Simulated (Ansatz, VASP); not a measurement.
# Two plane-wave programs on Te2Mo

```
Te Mo
1.0
     3.37143    0.00000    0.00000
    -1.68572    2.91975    0.00000
     0.00000    0.00000   13.39068
Te Mo
4 2
Direct
  0.33333 0.66667 0.62100
  0.66667 0.33333 0.12100
  0.33333 0.66667 0.87900
  0.66667 0.33333 0.37900
  0.33333 0.66667 0.25000
  0.66667 0.33333 0.75000
```

Alike in both runs: task single point; functional PBE; k mesh 8 × 8 × 2; occupations fermi-dirac, width 0.05 eV; no spin polarisation.

|  | VASP | Ansatz |
| --- | --- | --- |
| version | VASP 6.6.1 | Ansatz 0.2.0 |
| potentials or method | VASP PAW PBE potentials, release 64 (Te, Mo_sv), cutoff 520 eV | plane waves, PAW |
| valence electrons in the cell | 52 | 92 |

|  | VASP | Ansatz | Ansatz less VASP |
| --- | --- | --- | --- |
| pressure (GPa) | 20.9 | 21.0 | +0.01 |
| traceless stress, the component that is largest in VASP (GPa) | 3.35 | 3.25 | -0.093 |

VASP's potentials hold 52 valence electrons a cell and Ansatz's 92, so a difference there can come from the potentials and not from the codes.

Spin-orbit coupling is off throughout.
